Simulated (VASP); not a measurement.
Write the native input for VASP 6.6.1 that does the following.

```
Task                   : single point
Functional             : PBEsol
Potentials or basis    : VASP PAW PBE potentials, release 64 (W_sv, S)
Cutoff                 : 520 eV
k mesh                 : 12 × 12 × 2
Occupations            : gaussian, width 0.05 eV
Spin                   : no spin polarisation
Dipole correction      : no
Further INCAR settings : ALGO = Normal; EDIFF = 1e-06; NBANDS = 35
```

The structure of WS2 lies in POSCAR:

```
WS2
1.0
    3.2671947921      0.0000000000      0.0000000000
   -1.6335973960      2.8294736891      0.0000000000
    0.0000000000      0.0000000000     24.4784928400
W S
2 4
Direct
    0.3333333333      0.6666666667      0.6345659624
    0.6666666667      0.3333333333      0.3654340376
    0.3333333333      0.6666666667      0.2989660749
    0.6666666667      0.3333333333      0.5680485953
    0.3333333333      0.6666666667      0.4319514047
    0.6666666667      0.3333333333      0.7010339251
```

One way to write it, as run:

INCAR

```
SYSTEM = WS2
PREC = Accurate
ENCUT = 520
EDIFF = 1E-6
ISMEAR = 0
SIGMA = 0.05
LREAL = .False.
LASPH = .True.
NELM = 80
ALGO = Normal
ISIF = 2
LWAVE = .False.
LCHARG = .True.
GGA = PS
LELF = .True.
LVHAR = .True.
NBANDS = 35
```

KPOINTS

```
Automatic mesh
0
Gamma
  12 12 2
  0 0 0
```

Potentials or basis: VASP PAW PBE potentials, release 64 (W_sv, S).

Launch:

```console
$ cat potpaw_PBE.64/W_sv/POTCAR potpaw_PBE.64/S/POTCAR > POTCAR
$ mpirun -np 1 vasp_std > vasp.out
```

It gave:

| Quantity | Value |
| --- | --- |
| Largest force | 1.759 eV/Å |
| Band gap on the k mesh | 1.47 eV (least direct gap 1.64 eV) |

Caveat: the PAW data sets were made with another functional, which shifts forces and pressure a little; spin-orbit coupling is left out, which moves the levels of the heavy elements.

Wall time 3.9 min on 1 thread of Intel(R) Xeon(R) Platinum 8488C (Sapphire Rapids) (shared host), peak memory 0.45 GiB.
